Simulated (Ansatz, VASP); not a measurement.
# One calculation of BP, two programs

Contents of POSCAR:

```
BP
1.0
    0.0000000000      2.2600000000      2.2600000000
    2.2600000000      0.0000000000      2.2600000000
    2.2600000000      2.2600000000      0.0000000000
B P
1 1
Direct
    0.0000000000      0.0000000000      0.0000000000
    0.2500000000      0.2500000000      0.2500000000
```

INCAR.step1

```
SYSTEM = BP
PREC = Accurate ; ENCUT = 550
ISMEAR = 0 ; SIGMA = 0.1
LREAL = .FALSE. ; LASPH = .TRUE.
NELM = 120 ; NBANDS = 11
GGA = PE ; ALGO = Normal
EDIFF = 1E-5 ; LWAVE = .TRUE.
LCHARG = .FALSE. ; GGA_COMPAT = .FALSE.
```

The input INCAR.step2:

```
SYSTEM = BP
PREC = Accurate ; ENCUT = 550
EDIFF = 1E-6 ; ISMEAR = 0
SIGMA = 0.1 ; LREAL = .FALSE.
LASPH = .TRUE. ; NELM = 120
ALGO = Normal ; ISIF = 2
LWAVE = .FALSE. ; LCHARG = .FALSE.
METAGGA = R2SCAN ; LMIXTAU = .TRUE.
LUSE_VDW = .TRUE. ; IVDW_NL = 2
BPARAM = 11.95 ; CPARAM = 0.0093
NBANDS = 11 ; ISTART = 1
GGA_COMPAT = .FALSE.
```

File KPOINTS:

```
regular mesh
0
G
  8 8 8
  0 0 0
```

Input for Ansatz:

```yaml
crystal:
  lattice:
    - [0.0, 2.26, 2.26]
    - [2.26, 0.0, 2.26]
    - [2.26, 2.26, 0.0]
  atoms:
    - { symbol: B, position: [0.0, 0.0, 0.0] }
    - { symbol: P, position: [0.25, 0.25, 0.25] }
basis:
  ecutwfc: 500
kpoints:
  mp_grid: { grid: [8, 8, 8] }
hamiltonian:
  xc: r2scan
  dispersion: rvv10
  pseudopotentials: { kind: paw, azcp: { folder: soft_1 } }
scf:
  occupations: { method: gaussian, width: 0.1 }
output:
  forces: true
  stress: true
  eigenvalues: true
```

Alike in both runs: task single point; functional r2SCAN; dispersion rVV10; k mesh 8 × 8 × 8; occupations gaussian, width 0.1 eV; no spin polarisation.

|  | VASP | Ansatz |
| --- | --- | --- |
| version | VASP 6.6.1 | Ansatz 0.2.0 |
| potentials or method | VASP PAW PBE potentials, release 64 (B, P), cutoff 550 eV | scalar-relativistic, plane waves, PAW |
| valence electrons in the cell | 8 | 8 |

Ansatz gave:

| Item | Value |
| --- | --- |
| gap on the k mesh at the Fermi level (eV) | 1.40 |
| least direct gap on the mesh (eV) | 3.61 |
| pressure (GPa) | 1.2 |

Task: Which values does VASP return?

Result: gap on the k mesh at the Fermi level (eV): 1.43; least direct gap on the mesh (eV): 3.65; pressure (GPa): 0.8.

VASP's potentials were made for PBE, not for r2SCAN.
